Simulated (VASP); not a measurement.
# MgO (P6_3mc) in VASP: notebook

MgO is run at these levels: PBEsol; tasks: single point.

Program: VASP 6.6.1. These are calculated values, not measurements. Logs are shortened: lines on timing, memory, paths and dates and some standing lists are left out, and cuts for length are marked.

## 1. The cell of the first run

The structure is hexagonal, space group P6_3mc (No. 186). Conventional cell: a = 3.372 Å, b = 3.372 Å, c = 4.817 Å, α = 90.00°, β = 90.00°, γ = 120.00°. Within 2.6 Å of Mg (site symmetry 3m) lie 4 O at 1.97 to 2.14 Å. Within 2.6 Å of O (site symmetry 3m) lie 4 Mg at 1.97 to 2.14 Å.

## 2. Single point, PBEsol (c/a of the conventional cell at fixed volume 1.4283)

INCAR reads:

```
PREC = Accurate
ENCUT = 520
EDIFF = 1E-7
ISMEAR = 0
SIGMA = 0.05
LREAL = False
LASPH = True
NELM = 60
ALGO = Normal
ISIF = 2
LWAVE = False
LCHARG = True
GGA = PS
LELF = True
LVHAR = True
NBANDS = 16
```

KPOINTS reads:

```
regular mesh
0
Gamma
  9 9 6
```

POSCAR reads:

```
MgO
1.0
    3.3722815741      0.0000000000      0.0000000000
   -1.6861407870      2.9204815119      0.0000000000
    0.0000000000      0.0000000000      4.8166297723
Mg O
2 2
Direct
    0.3333333333      0.6666666667     -0.0435585739
    0.6666666667      0.3333333333      0.4564414261
    0.3333333333      0.6666666667      0.4009416620
    0.6666666667      0.3333333333      0.9009416620
```

Potentials or basis: VASP PAW PBE potentials, release 64 (Mg, O).

Launch:

```
cat potpaw_PBE.64/Mg/POTCAR potpaw_PBE.64/O/POTCAR > POTCAR
mpirun -np 1 vasp_std > vasp.out
```

OUTCAR:

```text
PREC = Accurate
   ENCUT = 520
   EDIFF = 1E-7
   ISMEAR = 0
   LREAL = False
   LASPH = True
   NELM = 60
   ISIF = 2
   GGA = PS

 ion  position               nearest neighbor table
   1  0.333  0.667  0.956-   4 1.97   4 1.97   4 1.97   3 2.14   3 2.68   2 3.10   2 3.10   2 3.10
                             2 3.10   2 3.10   2 3.10
   2  0.667  0.333  0.456-   3 1.97   3 1.97   3 1.97   4 2.14   4 2.68   1 3.10   1 3.10   1 3.10
                             1 3.10   1 3.10   1 3.10
   3  0.333  0.667  0.401-   2 1.97   2 1.97   2 1.97   1 2.14   1 2.68
   4  0.667  0.333  0.901-   1 1.97   1 1.97   1 1.97   2 2.14   2 2.68

  LATTYP: Found a hexagonal cell.
 ALAT       =     3.3722815741
 C/A-ratio  =     1.4283000000

  Lattice vectors:

 A1 = (   3.3722815741,   0.0000000000,   0.0000000000)
 A2 = (  -1.6861407870,   2.9204815119,   0.0000000000)
 A3 = (   0.0000000000,   0.0000000000,   4.8166297723)

Analysis of symmetry for initial positions (statically):
=====================================================================
 Subroutine PRICEL returns:
 Original cell was already a primitive cell.

 Routine SETGRP: Setting up the symmetry group for a
 hexagonal supercell.

 Subroutine GETGRP returns: Found 12 space group operations
 (whereof  6 operations were pure point group operations)
 out of a pool of 24 trial point group operations.

The static configuration has the point symmetry C_3v.
 The point group associated with its full space group is C_6v.

Analysis of symmetry for dynamics (positions and initial velocities):
=====================================================================
 Subroutine PRICEL returns:
 Original cell was already a primitive cell.

 Routine SETGRP: Setting up the symmetry group for a
 hexagonal supercell.

 Subroutine GETGRP returns: Found 12 space group operations
 (whereof  6 operations were pure point group operations)
 out of a pool of 24 trial point group operations.

The dynamic configuration has the point symmetry C_3v.
 The point group associated with its full space group is C_6v.

 Subroutine INISYM returns: Found 12 space group operations
 (whereof  6 operations are pure point group operations),
 and found     1 'primitive' translations

----------------------------------------------------------------------------------------

                                     Primitive cell

  volume of cell :      47.4375

  direct lattice vectors                    reciprocal lattice vectors
     3.372281574  0.000000000  0.000000000     0.296535143  0.171204645  0.000000000
    -1.686140787  2.920481512  0.000000000     0.000000000  0.342409290  0.000000000
     0.000000000  0.000000000  4.816629772     0.000000000  0.000000000  0.207614047

  length of vectors
     3.372281574  3.372281574  4.816629772     0.342409290  0.342409290  0.207614047

  position of ions in fractional coordinates (direct lattice)
     0.333333333  0.666666667  0.956441426
     0.666666667  0.333333333  0.456441426
     0.333333333  0.666666667  0.400941662
     0.666666667  0.333333333  0.900941662

  ion indices of the primitive-cell ions
   primitive index   ion index
                 1           1
                 2           2
                 3           3
                 4           4

----------------------------------------------------------------------------------------

 KPOINTS: regular mesh

Automatic generation of k-mesh.
 Grid dimensions read from file:
 generate k-points for:    9    9    6

 Generating k-lattice:

  Cartesian coordinates                     Fractional coordinates (reciprocal lattice)
     0.032948349  0.019022738  0.000000000     0.111111111  0.000000000  0.000000000
     0.000000000  0.038045477  0.000000000     0.000000000  0.111111111  0.000000000
     0.000000000  0.000000000  0.034602341     0.000000000  0.000000000  0.166666667

  Length of vectors
     0.038045477  0.038045477  0.034602341

  Shift w.r.t. Gamma in fractional coordinates (k-lattice)
     0.000000000  0.000000000  0.000000000

 Subroutine IBZKPT returns following result:
 ===========================================

 Found     48 irreducible k-points:

 Following reciprocal coordinates:
            Coordinates               Weight
  0.000000  0.000000  0.000000      1.000000
  0.111111  0.000000  0.000000      6.000000
  0.222222  0.000000  0.000000      6.000000
  0.333333 -0.000000  0.000000      6.000000
  0.444444  0.000000  0.000000      6.000000
  0.111111  0.111111  0.000000      6.000000
[... 16 lines left out ...]
  0.333333  0.222222  0.166667     24.000000
  0.333333  0.333333  0.166667      4.000000
 [... further k-points ...]
   k-points           NKPTS =     48   k-points in BZ     NKDIM =     48   number of bands    NBANDS=     16
   number of dos      NEDOS =    301   number of ions     NIONS =      4
   total plane-waves  NPLWV =  28224
   dimension x,y,z NGX =    28 NGY =   28 NGZ =   36
   dimension x,y,z NGXF=    56 NGYF=   56 NGZF=   72
   ions per type =               2   2
   NGX,Y,Z   is equivalent  to a cutoff of  13.80, 13.80, 12.43 a.u.
   NGXF,Y,Z  is equivalent  to a cutoff of  27.61, 27.61, 24.85 a.u.
 SYSTEM =  unknown system
   PREC   = accura    normal or accurate (medium, high low for compatibility)
   ISTART =      0    job   : 0-new  1-cont  2-samecut
   ICHARG =      2    charge: 1-file 2-atom 10-const
   ISPIN  =      1    spin polarized calculation?
   LNONCOLLINEAR =      F non collinear calculations
   LSORBIT =      F    spin-orbit coupling
   LASPH  =      T    aspherical Exc in radial PAW
   ENCUT  =  520.0 eV  38.22 Ry    6.18 a.u.   6.27  6.27  8.96*2*pi/ulx,y,z
   NELM   =     60;   NELMIN=  2; NELMDL= -5     # of ELM steps
   EDIFF  = 0.1E-06   stopping-criterion for ELM
   LREAL  =      F    real-space projection
   EDIFFG = 0.1E-05   stopping-criterion for IOM
   NSW    =      0    number of steps for IOM
   IBRION =     -1    ionic relax: 0-MD 1-quasi-New 2-CG
   NFREE  =      0    steps in history (QN), initial steepest desc. (CG)
   ISIF   =      2    stress and relaxation
   ISYM   =      2    0-nonsym 1-usesym 2-fastsym
   POTIM  = 0.5000    time-step for ionic-motion
   TEBEG  =    0.0;   TEEND  =   0.0 temperature during run
   PSTRESS=    0.0 pullay stress
   NELECT =      16.0000    total number of electrons
   NUPDOWN=      -1.0000    fix difference up-down
   EMIN   =  10.00;   EMAX   =-10.00  energy-range for DOS
   EFERMI =   0.00;   METHOD = LEGACY
   ISMEAR =     0;   SIGMA  =   0.05  broadening in eV -4-tet -1-fermi 0-gaus
   EFERMI_NEDOS =   21; number of points for ismear=-14 and -15
   IALGO  =     38    algorithm
   IMIX   =      4    mixing-type and parameters
     AMIX     =   0.40;   BMIX     =  1.00
     AMIX_MAG =   1.60;   BMIX_MAG =  1.00
  volume/ion in A,a.u.               =      11.86        80.03
  Fermi-wavevector in a.u.,A,eV,Ry     =   1.139570  2.153475 17.668792  1.298620
  Thomas-Fermi vector in A             =   2.276273
   LORBIT       =      0    0 simple, 1 ext, 2 COOP (PROOUT), +10 PAW based schemes
   GGA     = PS    functional components
   LHFCALC =     F    Hartree Fock is set to
   AEXX    =    0.0000 exact exchange contribution
   IVDW    =     0    specifies the selected vdW correction
   LEPSILON=     F    determine dielectric tensor
   LRPA    =     F    only Hartree local field effects (RPA)
 non-spin polarized calculation
 Gauss-broadening in eV      SIGMA  =   0.05
  energy-cutoff  :      520.00
  volume of cell :       47.44
 maximum number of plane-waves:      1302
 NGX is ok and might be reduce to    28
   NGX = 13   NGY = 13   NGZ = 17

 number of electron      15.9999999 magnetization

 Free energy of the ion-electron system (eV)
  ---------------------------------------------------
  ext. energy  EPLUGINS =         0.00000000
  ---------------------------------------------------
  free energy    TOTEN  =       -24.49415571 eV

  energy without entropy =      -24.49415571  energy(sigma->0) =      -24.49415571

 E-fermi :   1.6236     XC(G=0):  -9.9753

 val. band max:        1.3688310074   @ k =   0.0000   0.0000   0.0000
 cond. band min:       4.3227557857   @ k =   0.0000   0.0000   0.0000
 fundamental gap:      2.9539247782
 Fermi energy:         1.6235861585

 k-point     1 :       0.0000    0.0000    0.0000
  band No.  band energies     occupation
      1     -15.1448      2.00000
      2     -14.2215      2.00000
      3      -2.2244      2.00000
      4       0.0539      2.00000
      5       0.0539      2.00000
      6       0.5228      2.00000
[... 8 lines left out ...]
     15      16.8973      0.00000
     16      16.8973      0.00000

 k-point     2 :       0.1111    0.0000    0.0000
  band No.  band energies     occupation
      1     -15.0843      2.00000
      2     -14.2076      2.00000
      3      -2.1107      2.00000
      4      -0.2094      2.00000
      5      -0.0259      2.00000
      6       0.1733      2.00000
[... 8 lines left out ...]
     15      16.5068      0.00000
     16      16.7044      0.00000

 k-point     3 :       0.2222    0.0000    0.0000
  band No.  band energies     occupation
      1     -14.9207      2.00000
      2     -14.1799      2.00000
      3      -1.7871      2.00000
      4      -0.9316      2.00000
      5      -0.3391      2.00000
      6      -0.1940      2.00000
[... 8 lines left out ...]
     15      15.4142      0.00000
     16      15.7213      0.00000

 k-point     4 :       0.3333   -0.0000    0.0000
  band No.  band energies     occupation
      1     -14.7063      2.00000
      2     -14.1712      2.00000
      3      -1.6514      2.00000
      4      -1.3049      2.00000
      5      -0.7569      2.00000
      6      -0.3545      2.00000
[... 8 lines left out ...]
     15      14.7884      0.00000
     16      15.9538      0.00000
[... 324 lines left out ...]
 k-point    22 :       0.2222    0.2222    0.1667
  band No.  band energies     occupation
      1     -14.5680      2.00000
      2     -14.2053      2.00000
      3      -1.6750      2.00000
      4      -1.5294      2.00000
      5      -0.5276      2.00000
      6      -0.4353      2.00000
[... 8 lines left out ...]
     15      14.2859      0.00000
     16      16.9727      0.00000

 k-point    23 :       0.3333    0.2222    0.1667
  band No.  band energies     occupation
      1     -14.4174      2.00000
      2     -14.2385      2.00000
      3      -1.8906      2.00000
      4      -1.3173      2.00000
      5      -0.9333      2.00000
      6      -0.1544      2.00000
[... 8 lines left out ...]
     15      14.1476      0.00000
     16      16.9896      0.00000

 k-point    24 :       0.3333    0.3333    0.1667
  band No.  band energies     occupation
      1     -14.3077      2.00000
      2     -14.3077      2.00000
      3      -1.7746      2.00000
      4      -1.2159      2.00000
      5      -1.2159      2.00000
      6      -0.2562      2.00000
[... 8 lines left out ...]
     15      14.1273      0.00000
     16      17.9178      0.00000

 [... further k-points ...]
[... 5 lines left out ...]
  --------------------------------------------------------------------------------------
  -------------------------------------------------------------------------------------
  Total        0.0894559      0.0894559     -2.6041199      0.0000000      0.0000000      0.0000000
  in kB        3.0213304      3.0213304    -87.9528682      0.0000000      0.0000000      0.0000000
  external PRESSURE =     -27.3034024 kB  Pullay stress =       0.0000000 kB

 VOLUME and BASIS-vectors are now :
 -----------------------------------------------------------------------------
  energy-cutoff  :      520.00
  volume of cell :       47.44
      direct lattice vectors                 reciprocal lattice vectors
     3.372281574  0.000000000  0.000000000     0.296535143  0.171204645  0.000000000
    -1.686140787  2.920481512  0.000000000     0.000000000  0.342409290  0.000000000
     0.000000000  0.000000000  4.816629772     0.000000000  0.000000000  0.207614047

 POSITION                                       TOTAL-FORCE (eV/Angst)
 -----------------------------------------------------------------------------------
     -0.00000      1.94699      4.60682         0.000000     -0.000000      0.323830
      1.68614      0.97349      2.19851        -0.000000      0.000000      0.323830
     -0.00000      1.94699      1.93119         0.000000     -0.000000     -0.323830
      1.68614      0.97349      4.33950        -0.000000      0.000000     -0.323830
 -----------------------------------------------------------------------------------
    total drift:                               -0.000000      0.000000     -0.000567

  FREE ENERGIE OF THE ION-ELECTRON SYSTEM (eV)
  ---------------------------------------------------
  free  energy   TOTEN  =       -24.4941557146 eV

  energy  without entropy=      -24.4941557146  energy(sigma->0) =      -24.49415571
```

Wall time 34 s (1 thread of Intel Xeon Platinum 8488C (Sapphire Rapids), shared host); peak memory 0.18 GiB.

Results:

| Property | Result |
| --- | --- |
| Free energy | -24.4942 eV |
| Pressure | -2.7 GPa |
| Largest force | 0.324 eV/Å |
| Band gap on the k mesh | 2.95 eV, direct |

Forces on the atoms (eV/Å):
```
Mg   0.000  0.000  0.324
Mg   0.000  0.000  0.324
O    0.000  0.000 -0.324
O    0.000  0.000 -0.324
```

Levels at points of the mesh, in eV from the valence-band top:
```
           k point  band 5  band 6  band 7  band 8  band 9  band 10  band 11  band 12
(0.00, 0.00, 0.00)   -1.31   -0.85   -0.85    0.00    2.95     8.34    10.19    13.21
(0.00, 0.00, 0.50)   -1.09   -1.09   -1.09   -1.09    5.71     5.71    13.03    13.03
```

Caveat: the PAW data sets were made with another functional, which shifts forces and pressure a little.

## 3. Single point, PBEsol (c/a of the conventional cell at fixed volume 1.4283)

INCAR reads:

```
PREC     = Accurate       # precision mode
ENCUT    = 520            # plane-wave cutoff, eV
EDIFF    = 1E-6           # SCF threshold, eV
ISMEAR   = 0              # smearing method
SIGMA    = 0.05           # smearing width, eV
LREAL    = F              # projectors in reciprocal space
LASPH    = T              # aspherical terms in the spheres
NELM     = 80             # most SCF steps
ALGO     = Normal         # electronic algorithm
ISIF     = 2              # what is computed and relaxed
LWAVE    = F              # write WAVECAR
LCHARG   = F              # write CHGCAR
GGA      = PS             # functional
NBANDS   = 16             # bands
```

KPOINTS reads:

```
Automatic mesh
0
Gamma
  9 9 6
```

POSCAR: that of step 2 with these lines changed.

```diff
@@ -8,4 +8,4 @@
 Direct
-    0.3333333333      0.6666666667     -0.0435585739
-    0.6666666667      0.3333333333      0.4564414261
+    0.3333333333      0.6666666667      0.0508752499
+    0.6666666667      0.3333333333      0.5508752499
     0.3333333333      0.6666666667      0.4009416620
```

Potentials or basis: VASP PAW PBE potentials, release 64 (Mg, O).

Launch:

```
cat potpaw_PBE.64/Mg/POTCAR potpaw_PBE.64/O/POTCAR > POTCAR
mpirun -np 1 vasp_std > vasp.out
```

OUTCAR:

```text
PREC = Accurate
   ENCUT = 520
   EDIFF = 1E-6
   ISMEAR = 0
   LREAL = F
   LASPH = T
   NELM = 80
   ISIF = 2
   GGA = PS

 ion  position               nearest neighbor table
   1  0.333  0.667  0.051-   3 1.69   4 2.08   4 2.08   4 2.08   2 3.10   2 3.10   2 3.10   2 3.10
                             2 3.10   2 3.10
   2  0.667  0.333  0.551-   4 1.69   3 2.08   3 2.08   3 2.08   1 3.10   1 3.10   1 3.10   1 3.10
                             1 3.10   1 3.10
   3  0.333  0.667  0.401-   1 1.69   2 2.08   2 2.08   2 2.08
   4  0.667  0.333  0.901-   2 1.69   1 2.08   1 2.08   1 2.08

[... 653 lines left out ...]

 [... further k-points ...]
[... 5 lines left out ...]
  --------------------------------------------------------------------------------------
  -------------------------------------------------------------------------------------
  Total       -2.7762696     -2.7762696     16.5671477     -0.0000000      0.0000000      0.0000000
  in kB      -93.7671399    -93.7671399    559.5472548     -0.0000000      0.0000000      0.0000000
  external PRESSURE =     124.0043250 kB  Pullay stress =       0.0000000 kB

 VOLUME and BASIS-vectors are now :
 -----------------------------------------------------------------------------
  energy-cutoff  :      520.00
  volume of cell :       47.44
      direct lattice vectors                 reciprocal lattice vectors
     3.372281574  0.000000000  0.000000000     0.296535143  0.171204645  0.000000000
    -1.686140787  2.920481512  0.000000000     0.000000000  0.342409290  0.000000000
     0.000000000  0.000000000  4.816629772     0.000000000  0.000000000  0.207614047

 POSITION                                       TOTAL-FORCE (eV/Angst)
 -----------------------------------------------------------------------------------
     -0.00000      1.94699      0.24505        -0.000000      0.000000     -5.415223
      1.68614      0.97349      2.65336         0.000000     -0.000000     -5.415223
     -0.00000      1.94699      1.93119         0.000000     -0.000000      5.415223
      1.68614      0.97349      4.33950        -0.000000      0.000000      5.415223
 -----------------------------------------------------------------------------------
    total drift:                               -0.000000      0.000000     -0.000672

  FREE ENERGIE OF THE ION-ELECTRON SYSTEM (eV)
  ---------------------------------------------------
  free  energy   TOTEN  =       -23.2797766996 eV

  energy  without entropy=      -23.2797766996  energy(sigma->0) =      -23.27977670
```

stdout:

```text
POSCAR found type information on POSCAR MgO
 POSCAR found :  2 types and       4 ions
 scaLAPACK will be used
 -----------------------------------------------------------------------------
|                                                                             |
|                                                                             |
|     You enforced a specific xc type in the INCAR file but a different       |
|     I HOPE YOU KNOW WHAT YOU ARE DOING!                                     |
|                                                                             |
 -----------------------------------------------------------------------------

 LDA part: xc-table for (Slater+PW92), standard interpolation
 POSCAR, INCAR and KPOINTS ok, starting setup
 FFT: planning ... GRIDC
 FFT: planning ... GRID_SOFT
 FFT: planning ... GRID
 WAVECAR not read
 entering main loop
```

Run time: 36 s. Hardware: 1 thread of Intel Xeon Platinum 8488C (Sapphire Rapids), shared host; peak memory 0.19 GiB.

What came out:

```
Free energy            : -23.2798 eV
Pressure               : 12.4 GPa
Largest force          : 5.415 eV/Å
Band gap on the k mesh : 3.50 eV, indirect (the least direct gap lies 1.9 meV higher)
```

Forces on the atoms (eV/Å):
```
Mg   0.000  0.000 -5.415
Mg   0.000  0.000 -5.415
O    0.000  0.000  5.415
O    0.000  0.000  5.415
```

Stress tensor (GPa, compression positive):
```
-9.38  0.00  0.00
 0.00 -9.38  0.00
 0.00  0.00 55.95
```

Caveat: the PAW data sets were made with another functional, which shifts forces and pressure a little.
